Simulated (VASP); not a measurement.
Here is a VASP 6.6.1 calculation.

INCAR

```
SYSTEM = TiC
ALGO = Normal
EDIFF = 1E-6
ENCUT = 520
GGA = PS
ISIF = 2
ISMEAR = -1
ISYM = 0
LASPH = .True.
LCHARG = .False.
LREAL = Auto
LWAVE = .False.
NBANDS = 78
NELM = 60
PREC = Accurate
SIGMA = 0.05
```

The input KPOINTS:

```
Automatic mesh
0
Gamma
  2 2 2
  0.5 0.5 0.5
```

Contents of POSCAR:

```
TiC
1.0
   -4.3280000000      4.3280000000      0.0000000000
   -4.3280000000      0.0000000000      4.3280000000
    0.0000000000      4.3280000000      4.3280000000
Ti C
8 8
Direct
    0.0000000000      0.0000000000      0.0000000000
    0.5000000000      0.0000000000      0.0000000000
    0.0000000000      0.5000000000      0.0000000000
    0.0000000000      0.0000000000      0.5000000000
    0.5000000000      0.5000000000      0.0000000000
    0.5000000000      0.0000000000      0.5000000000
    0.0000000000      0.5000000000      0.5000000000
    0.5000000000      0.5000000000      0.5000000000
    0.7500000000      0.7500000000      0.7500000000
    0.2500000000      0.7500000000      0.7500000000
    0.7500000000      0.2500000000      0.7500000000
    0.7500000000      0.7500000000      0.2500000000
    0.2500000000      0.2500000000      0.7500000000
    0.2500000000      0.7500000000      0.2500000000
    0.7500000000      0.2500000000      0.2500000000
    0.2500000000      0.2500000000      0.2500000000
```

Potentials or basis: VASP PAW PBE potentials, release 64 (Ti_sv, C).

Launch:

```bash
$ cat potpaw_PBE.64/Ti_sv/POTCAR potpaw_PBE.64/C/POTCAR > POTCAR
$ mpirun -np 1 vasp_std > vasp.out
```

Problem. Predict the pressure.

Solution. -5.9 GPa.

Problem. Estimate the band gap on the k mesh.

Solution. 0.70 eV.

Caveat: the k points lie up to 0.63 Å⁻¹ apart; the PAW data sets were made with another functional, which shifts forces and pressure a little; a shifted mesh leaves out Γ, where band edges can lie. A k mesh can miss the band edges.
